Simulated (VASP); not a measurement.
Here is a VASP 6.6.1 calculation.

INCAR

```
SYSTEM = C
ALGO = Normal ; EDIFF = 1E-6
ENCUT = 600 ; GGA = PE
GGA_COMPAT = .False. ; ISIF = 2
ISMEAR = -1 ; LASPH = .True.
LCHARG = .False. ; LREAL = .False.
LWAVE = .False. ; NBANDS = 16
NELM = 120 ; PREC = Accurate
SIGMA = 0.1
```

File KPOINTS:

```
k-points
0
Gamma
  10 10 4
  0 0 0
```

Contents of POSCAR:

```
C
1.0
    2.4700000000      0.0000000000      0.0000000000
   -1.2350000000      2.1390827500      0.0000000000
    0.0000000000      0.0000000000      6.7900000000
C
4
Direct
    0.0000000000      0.0000000000      0.0000000000
    0.0000000000      0.0000000000      0.5000000000
    0.3333333300      0.6666666700      0.0050000000
    0.6666666700      0.3333333300      0.5050000000
```

Potentials or basis: VASP PAW PBE potentials, release 64 (C).

The run is started by

```sh
$ cat potpaw_PBE.64/C/POTCAR > POTCAR
$ mpirun -np 1 vasp_std > vasp.out
```

(1) Estimate the largest force.

(2) What does it give for the pressure?

(3) What does it give for the band gap on the k mesh?

## Answers

(1) 0.568 eV/Å.

(2) -0.4 GPa.

(3) 1.26 eV, direct.

Caveat: this functional lacks dispersion, which binds the layers, so the pressure and a relaxed spacing across them are unreliable.
